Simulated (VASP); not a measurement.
Wanted: the native input for a VASP 6.6.1 run.

```yaml
Task: single point
Functional: PBEsol
Potentials_or_basis: VASP PAW PBE potentials, release 64 (Si, Ta_pv)
Cutoff: 520 eV
k_mesh: 10 × 10 × 10
Occupations: gaussian, width 0.1 eV
Spin: no spin polarisation
Dipole_correction: no
Further_INCAR_settings: ALGO = Fast; EDIFF = 1e-07; NBANDS = 35
```

The structure of Ta2Si lies in POSCAR:

```
Ta2Si
1.0
   -3.0683767363      3.0683767363      2.5198993194
    3.0683767363     -3.0683767363      2.5198993194
    3.0683767363      3.0683767363     -2.5198993194
Si Ta
2 4
Direct
    0.2500000000      0.2500000000      0.0000000000
    0.7500000000      0.7500000000      0.0000000000
    0.6630661942      0.8369338058      0.5000000000
    0.8369338058      0.3369338058      0.1738676116
    0.3369338058      0.1630661942      0.5000000000
    0.1630661942      0.6630661942      0.8261323884
```

One way to write it, as run:

INCAR

```
SYSTEM = Ta2Si
  PREC = Accurate
  ENCUT = 520
  EDIFF = 1E-7
  ISMEAR = 0
  SIGMA = 0.1
  LREAL = .False.
  LASPH = .True.
  NELM = 60
  ALGO = Fast
  ISIF = 2
  LWAVE = .False.
  LCHARG = .False.
  GGA = PS
  NBANDS = 35
```

KPOINTS

```
regular mesh
0
Gamma
  10 10 10
  0 0 0
```

Potentials or basis: VASP PAW PBE potentials, release 64 (Si, Ta_pv).

Launch:

```console
$ cat potpaw_PBE.64/Si/POTCAR potpaw_PBE.64/Ta_pv/POTCAR > POTCAR
$ mpirun -np 1 vasp_std > vasp.out
```

Results of the run:

- Pressure: 0.3 GPa
- Largest force: 0.005 eV/Å
- Band gap on the k mesh: zero (bands 26 and 27 overlap by 0.75 eV)

Caveat: the PAW data sets were made with another functional, which shifts forces and pressure a little; spin-orbit coupling is left out, which moves the levels of the heavy elements.

It took 4 min on 1 thread of AMD EPYC 9R45 96-Core Processor (Zen 5) (shared host), peak memory 0.39 GiB.
